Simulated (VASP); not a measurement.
Set up this calculation in VASP 6.6.1, as the native input.

| Property | Result |
| --- | --- |
| Task | single point |
| Functional | PBE |
| Potentials or basis | VASP PAW PBE potentials, release 64 (B, As) |
| Cutoff | 520 eV |
| k mesh | 12 × 12 × 12 |
| Occupations | gaussian, width 0.05 eV |
| Spin | no spin polarisation |
| Dipole correction | no |
| Further INCAR settings | ALGO = Normal; EDIFF = 1e-06; NBANDS = 11 |

The structure of BAs lies in POSCAR:

```
BAs
1.0
    0.0000000000      2.3397414207      2.3397414207
    2.3397414207      0.0000000000      2.3397414207
    2.3397414207      2.3397414207      0.0000000000
B As
1 1
Direct
    0.0000000000      0.0000000000      0.0000000000
    0.2500000000      0.2500000000      0.2500000000
```

The input as run:

INCAR

```
SYSTEM = BAs
ALGO = Normal ; EDIFF = 1E-6
ENCUT = 520 ; GGA = PE
ISIF = 2 ; ISMEAR = 0
LASPH = .True. ; LCHARG = .False.
LREAL = .False. ; LWAVE = .False.
NBANDS = 11 ; NELM = 100
PREC = Accurate ; SIGMA = 0.05
```

KPOINTS

```
k-points
0
Gamma
  12 12 12
  0 0 0
```

Potentials or basis: VASP PAW PBE potentials, release 64 (B, As).

The run is started by

```sh
$ cat potpaw_PBE.64/B/POTCAR potpaw_PBE.64/As/POTCAR > POTCAR
$ mpirun -np 1 vasp_std > vasp.out
```

Results of the run:

```json
{
  "Pressure": "13.6 GPa",
  "Band gap on the k mesh": "1.11 eV (least direct gap 3.36 eV)"
}
```

Caveat: the cell stands under pressure.

It took 29 s on 1 thread of Intel Xeon 8259CL, on a shared host, peak memory 0.17 GiB.
